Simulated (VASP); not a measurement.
# Ba7La8Si16 (Amm2) in VASP: single point with PBEsol

Aim: the single point of Ba7La8Si16 with PBEsol.

All numbers are computed with VASP 6.6.1; they aren't measurements. Logs are shortened: lines on timing, memory, paths and dates and some standing lists are left out, and cuts for length are marked.

## 1. The cell of the first run

Symmetry: Amm2, No. 38, orthorhombic system. Conventional cell: a = 6.751 Å, b = 9.342 Å, c = 30.216 Å, α = 90.00°, β = 90.00°, γ = 90.00°. Ba (site symmetry mm2) has 6 Si at 3.45 to 3.76 Å and 5 La at 4.07 to 4.28 Å and 6 Ba at 4.19 to 4.67 Å within 4.7 Å. Within 4.7 Å of Ba (site symmetry m) lie 6 Si at 3.45 to 3.76 Å and 5 La at 4.07 to 4.28 Å and 4 Ba at 4.19 to 4.67 Å. Ba (site symmetry m) has 6 Si at 3.45 to 3.76 Å and 5 La at 4.07 to 4.28 Å and 6 Ba at 4.19 to 4.67 Å within 4.7 Å. Within 4.7 Å of Ba (site symmetry mm2) lie 6 Si at 3.45 to 3.76 Å and 5 La at 4.07 to 4.28 Å and 6 Ba at 4.19 to 4.67 Å. Within 4.5 Å of Ba (site symmetry mm2) lie 6 Si at 3.45 to 3.76 Å and 5 La at 4.07 to 4.28 Å and 4 Ba at 4.19 Å. Within 4.2 Å of La (site symmetry mm2) lie 8 Si at 3.20 to 3.21 Å and 2 La at 3.67 Å and 3 Ba at 4.07 to 4.20 Å. La (site symmetry mm2) has 8 Si at 3.20 to 3.21 Å and 2 La at 3.67 Å and 4 Ba at 4.20 to 4.28 Å within 4.3 Å. Within 4.3 Å of La (site symmetry m) lie 8 Si at 3.20 to 3.21 Å and 2 La at 3.67 Å and 5 Ba at 4.07 to 4.28 Å.

## 2. Single point, PBEsol

File INCAR:

```
SYSTEM = Ba7La8Si16
ALGO     = Normal         ! electronic algorithm
EDIFF    = 1E-6           ! SCF threshold, eV
ENCUT    = 500            ! plane-wave cutoff, eV
GGA      = PS             ! functional
GGA_COMPAT= .FALSE.      
ISIF     = 2              ! what is computed and relaxed
ISMEAR   = -1             ! smearing method
KPAR     = 4            
LASPH    = .TRUE.         ! aspherical terms in the spheres
LCHARG   = .TRUE.         ! write CHGCAR
LMAXMIX  = 6              ! l up to which the mixer works
LREAL    = Auto         
LVHAR    = .TRUE.       
LWAVE    = .FALSE.        ! write WAVECAR
NBANDS   = 132            ! bands
NELM     = 200            ! most SCF steps
PREC     = Accurate       ! precision mode
SIGMA    = 0.1            ! smearing width, eV
```

File KPOINTS:

```
k-points
0
G
  3 3 3
  0 0 0
```

File POSCAR:

```
Ba7La8Si16
1.0
    4.6711220000    -15.1082400000      0.0000000000
    4.6711220000     15.1082400000      0.0000000000
    0.0000000000      0.0000000000      6.7512370000
Ba La Si
7 8 16
Direct
    0.1392040000      0.3607960000      0.7500000000
    0.1392040000      0.8607960000      0.7500000000
    0.3607960000      0.6392040000      0.2500000000
    0.6392040000      0.3607960000      0.7500000000
    0.8607960000      0.1392040000      0.2500000000
    0.6392040000      0.8607960000      0.7500000000
    0.8607960000      0.6392040000      0.2500000000
    0.2738190000      0.2261820000      0.7500000000
    0.2261820000      0.2738190000      0.2500000000
    0.2738190000      0.7261820000      0.7500000000
    0.2261820000      0.7738180000      0.2500000000
    0.7738180000      0.2261820000      0.7500000000
    0.7261820000      0.2738190000      0.2500000000
    0.7738180000      0.7261820000      0.7500000000
    0.7261820000      0.7738180000      0.2500000000
    0.4629090000      0.0370910000      0.9310180000
    0.0370910000      0.4629090000      0.0689820000
    0.4629090000      0.0370910000      0.5689820000
    0.0370910000      0.4629090000      0.4310180000
    0.4629090000      0.5370910000      0.9310180000
    0.0370910000      0.9629090000      0.0689820000
    0.4629090000      0.5370910000      0.5689820000
    0.0370910000      0.9629090000      0.4310180000
    0.9629090000      0.0370910000      0.9310180000
    0.5370910000      0.4629090000      0.0689820000
    0.9629090000      0.0370910000      0.5689820000
    0.5370910000      0.4629090000      0.4310180000
    0.9629090000      0.5370910000      0.9310180000
    0.5370910000      0.9629090000      0.0689820000
    0.9629090000      0.5370910000      0.5689820000
    0.5370910000      0.9629090000      0.4310180000
```

Potentials or basis: VASP PAW PBE potentials, release 64 (Ba_sv, La, Si).

Run with:

```console
> cat potpaw_PBE.64/Ba_sv/POTCAR potpaw_PBE.64/La/POTCAR potpaw_PBE.64/Si/POTCAR > POTCAR
> mpirun -np 4 vasp_std > vasp.out
```

OUTCAR:

```text
SYSTEM = Ba7La8Si16
   EDIFF = 1E-6
   ENCUT = 500
   GGA = PS
   ISIF = 2
   ISMEAR = -1
   LASPH = .TRUE.
   LREAL = Auto
   NELM = 200
   PREC = Accurate

 ion  position               nearest neighbor table
   1  0.139  0.361  0.750-  20 3.45  22 3.45  24 3.45  26 3.45  17 3.76  19 3.76   8 4.07   5 4.19
                             3 4.19   3 4.19   5 4.19  10 4.20  12 4.20   6 4.67   6 4.67
   2  0.139  0.861  0.750-  16 3.45  18 3.45  28 3.45  30 3.45  21 3.76  23 3.76  10 4.07   7 4.19
                             7 4.19   8 4.20  14 4.20   4 4.67   4 4.67
   3  0.361  0.639  0.250-  17 3.45  19 3.45  29 3.45  31 3.45  20 3.76  22 3.76  11 4.07   6 4.19
                             1 4.19   1 4.19   6 4.19   9 4.20  15 4.20   5 4.67   5 4.67
   4  0.639  0.361  0.750-  16 3.45  18 3.45  28 3.45  30 3.45  25 3.76  27 3.76  12 4.07   7 4.19
                             7 4.19   8 4.20  14 4.20   2 4.67   2 4.67
   5  0.861  0.139  0.250-  17 3.45  19 3.45  29 3.45  31 3.45  24 3.76  26 3.76  13 4.07   6 4.19
                             1 4.19   1 4.19   6 4.19   9 4.20  15 4.20   3 4.67   3 4.67
   6  0.639  0.861  0.750-  20 3.45  22 3.45  24 3.45  26 3.45  29 3.76  31 3.76  14 4.07   5 4.19
                             3 4.19   3 4.19   5 4.19  10 4.20  12 4.20   1 4.67   1 4.67
   7  0.861  0.639  0.250-  21 3.45  23 3.45  25 3.45  27 3.45  28 3.76  30 3.76  15 4.07   4 4.19
                             2 4.19   2 4.19   4 4.19  13 4.20  11 4.20
   8  0.274  0.226  0.750-  25 3.20  27 3.20  21 3.20  23 3.20  22 3.21  20 3.21  26 3.21  24 3.21
                             9 3.67   9 3.67   1 4.07   4 4.20   2 4.20
   9  0.226  0.274  0.250-  20 3.20  22 3.20  24 3.20  26 3.20  25 3.21  27 3.21  21 3.21  23 3.21
[... 37 lines left out ...]
  28  0.963  0.537  0.931-  17 2.43  30 2.44  13 3.20  11 3.20  12 3.21  10 3.21   2 3.45   4 3.45
                             7 3.76
  29  0.537  0.963  0.069-  16 2.43  31 2.44  10 3.20  12 3.20  11 3.21  13 3.21   3 3.45   5 3.45
                             6 3.76
  30  0.963  0.537  0.569-  19 2.43  28 2.44  13 3.20  11 3.20  12 3.21  10 3.21   2 3.45   4 3.45
                             7 3.76
  31  0.537  0.963  0.431-  18 2.43  29 2.44  10 3.20  12 3.20  11 3.21  13 3.21   3 3.45   5 3.45
                             6 3.76

  LATTYP: Found a base centered orthorhombic cell.
 ALAT       =     9.3422440000
 B/A-ratio  =     3.2343920797
 C/A-ratio  =     0.7226568906

  Lattice vectors:

 A1 = (   4.6711220000, -15.1082400000,   0.0000000000)
 A2 = (   4.6711220000,  15.1082400000,   0.0000000000)
 A3 = (   0.0000000000,   0.0000000000,   6.7512370000)

Analysis of symmetry for initial positions (statically):
=====================================================================
 Subroutine PRICEL returns:
 Original cell was already a primitive cell.

 Routine SETGRP: Setting up the symmetry group for a
 base centered orthorhombic supercell.

 Subroutine GETGRP returns: Found  4 space group operations
[... 173 lines left out ...]
   EMIN   =  10.00;   EMAX   =-10.00  energy-range for DOS
   EFERMI =   0.00;   METHOD = LEGACY
   ISMEAR =    -1;   SIGMA  =   0.10  broadening in eV -4-tet -1-fermi 0-gaus
   EFERMI_NEDOS =   21; number of points for ismear=-14 and -15
   IALGO  =     38    algorithm
   IMIX   =      4    mixing-type and parameters
     AMIX     =   0.40;   BMIX     =  1.00
     AMIX_MAG =   1.60;   BMIX_MAG =  1.00
  volume/ion in A,a.u.               =      30.74       207.44
  Fermi-wavevector in a.u.,A,eV,Ry     =   1.007341  1.903598 13.806309  1.014735
  Thomas-Fermi vector in A             =   2.140139
   LORBIT       =      0    0 simple, 1 ext, 2 COOP (PROOUT), +10 PAW based schemes
   GGA     = PS    functional components
   LHFCALC =     F    Hartree Fock is set to
   AEXX    =    0.0000 exact exchange contribution
   IVDW    =     0    specifies the selected vdW correction
   LEPSILON=     F    determine dielectric tensor
   LRPA    =     F    only Hartree local field effects (RPA)
 non-spin polarized calculation
  energy-cutoff  :      500.00
  volume of cell :      952.90
 maximum number of plane-waves:     24221
 NGX is ok and might be reduce to   120
   NGX = 57   NGY = 57   NGZ = 25

 number of electron     222.0000002 magnetization

 Free energy of the ion-electron system (eV)
  ---------------------------------------------------
  ext. energy  EPLUGINS =         0.00000000
  ---------------------------------------------------
  free energy    TOTEN  =      -167.63623849 eV

  energy without entropy =     -166.99493121  energy(sigma->0) =     -167.31558485

 E-fermi :   5.2300     XC(G=0):  -9.1474

 val. band max:        5.2155612104   @ k =   0.3333   0.0000   0.3333
 cond. band min:       5.2412327713   @ k =   0.3333   0.3333   0.0000
 fundamental gap:      0.0256715609
 Fermi energy:         5.2300348648

 k-point     1 :       0.0000    0.0000    0.0000
  band No.  band energies     occupation
      1     -27.4953      2.00000
      2     -27.4656      2.00000
      3     -27.4596      2.00000
      4     -27.3673      2.00000
      5     -27.3561      2.00000
      6     -27.3401      2.00000
[... 997 lines left out ...]
    122       5.9823      0.00108
    123       6.0731      0.00044
 [bands above 123 left out]

------------------------ aborting loop because EDIFF is reached ----------------------------------------

  FORCE on cell =-STRESS in cart. coord.  units (eV):
  Direction    XX          YY          ZZ          XY          YZ          ZX
  --------------------------------------------------------------------------------------
  -------------------------------------------------------------------------------------
  Total      -21.4329892    -13.7818221    -11.6388979      0.0000000      0.0000000      0.0000000
  in kB      -36.0366899    -23.1722811    -19.5692421      0.0000000      0.0000000      0.0000000
  external PRESSURE =     -26.2594044 kB  Pullay stress =       0.0000000 kB

 VOLUME and BASIS-vectors are now :
 -----------------------------------------------------------------------------
  energy-cutoff  :      500.00
  volume of cell :      952.90
      direct lattice vectors                 reciprocal lattice vectors
     4.671122000-15.108240000  0.000000000     0.107040664 -0.033094523  0.000000000
     4.671122000 15.108240000  0.000000000     0.107040664  0.033094523  0.000000000
     0.000000000  0.000000000  6.751237000     0.000000000  0.000000000  0.148121004

 POSITION                                       TOTAL-FORCE (eV/Angst)
 -----------------------------------------------------------------------------------
      2.33556      3.34787      5.06343         0.000000     -0.081357      0.000000
      4.67112     10.90199      5.06343         0.311951     -0.086420      0.000000
      4.67112      4.20625      1.68781         0.024946      0.069073      0.000000
      4.67112     -4.20625      5.06343        -0.311951     -0.086420      0.000000
      4.67112    -10.90199      1.68781        -0.024946      0.069073      0.000000
      7.00668      3.34787      5.06343         0.000000     -0.085523      0.000000
[... 23 lines left out ...]
      7.00668     -6.43336      3.84133         0.000000      0.204784     -0.125692
      7.00668      6.43336      2.90990         0.000000     -0.090209      0.069350
 -----------------------------------------------------------------------------------
    total drift:                               -0.024023      0.000019     -0.000000

  FREE ENERGIE OF THE ION-ELECTRON SYSTEM (eV)
  ---------------------------------------------------
  free  energy   TOTEN  =      -167.6362384853 eV

  energy  without entropy=     -166.9949312053  energy(sigma->0) =     -167.31558485
```

OSZICAR:

```text
N       E                     dE             d eps       ncg     rms          rms(c)
DAV:   1     0.272539954764E+04    0.27254E+04   -0.75182E+04  2112   0.180E+03
DAV:   2     0.728319974483E+03   -0.19971E+04   -0.19237E+04  2640   0.420E+02
DAV:   3    -0.178112554067E+02   -0.74613E+03   -0.73222E+03  3288   0.254E+02
[... 13 lines left out ...]
DAV:  17    -0.167636221742E+03   -0.44876E-04   -0.23783E-04  3616   0.423E-02    0.126E-02
DAV:  18    -0.167636234391E+03   -0.12649E-04   -0.89525E-05  3536   0.312E-02    0.571E-03
DAV:  19    -0.167636236885E+03   -0.24946E-05   -0.17489E-05  2608   0.150E-02    0.312E-03
DAV:  20    -0.167636238053E+03   -0.11671E-05   -0.57627E-06  1824   0.115E-02    0.133E-03
DAV:  21    -0.167636238485E+03   -0.43279E-06   -0.20336E-06  1656   0.839E-03
   1 F= -.16763624E+03 E0= -.16731558E+03  d E =-.641307E+00
```

Run time: 19 min. Hardware: 4 MPI ranks of Intel Xeon 6975P-C (Granite Rapids), shared host; peak memory 1.8 GiB.

Results:

| Property | Result |
| --- | --- |
| Free energy | -167.6362 eV |
| Pressure | -2.6 GPa |
| Largest force | 0.467 eV/Å |
| Band gap on the k mesh | zero (bands 111 and 112 overlap by 0.08 eV) |

Forces on the atoms (eV/Å):
```
Ba   0.000 -0.081  0.000
Ba   0.312 -0.086  0.000
Ba   0.025  0.069  0.000
Ba  -0.312 -0.086  0.000
Ba  -0.025  0.069  0.000
Ba   0.000 -0.086  0.000
Ba   0.000  0.311  0.000
La   0.000  0.117  0.000
La   0.000 -0.467  0.000
La   0.017  0.084  0.000
La   0.164 -0.036  0.000
La  -0.017  0.084  0.000
La  -0.164 -0.036  0.000
La   0.000 -0.029  0.000
La   0.000  0.014  0.000
Si   0.000 -0.109 -0.069
Si   0.000 -0.103 -0.044
Si   0.000 -0.109  0.069
Si   0.000 -0.103  0.044
Si   0.012  0.091  0.058
Si  -0.009 -0.003 -0.032
Si   0.012  0.091 -0.058
Si  -0.009 -0.003  0.032
Si  -0.012  0.091  0.058
Si   0.009 -0.003 -0.032
Si  -0.012  0.091 -0.058
Si   0.009 -0.003  0.032
Si   0.000  0.205  0.126
Si   0.000 -0.090 -0.069
Si   0.000  0.205 -0.126
Si   0.000 -0.090  0.069
```

Stress tensor (GPa, compression positive):
```
-3.60  0.00  0.00
 0.00 -2.32  0.00
 0.00  0.00 -1.96
```

Caveat: the PAW data sets were made with another functional, which shifts forces and pressure a little; spin-orbit coupling is left out, which moves the levels of the heavy elements.
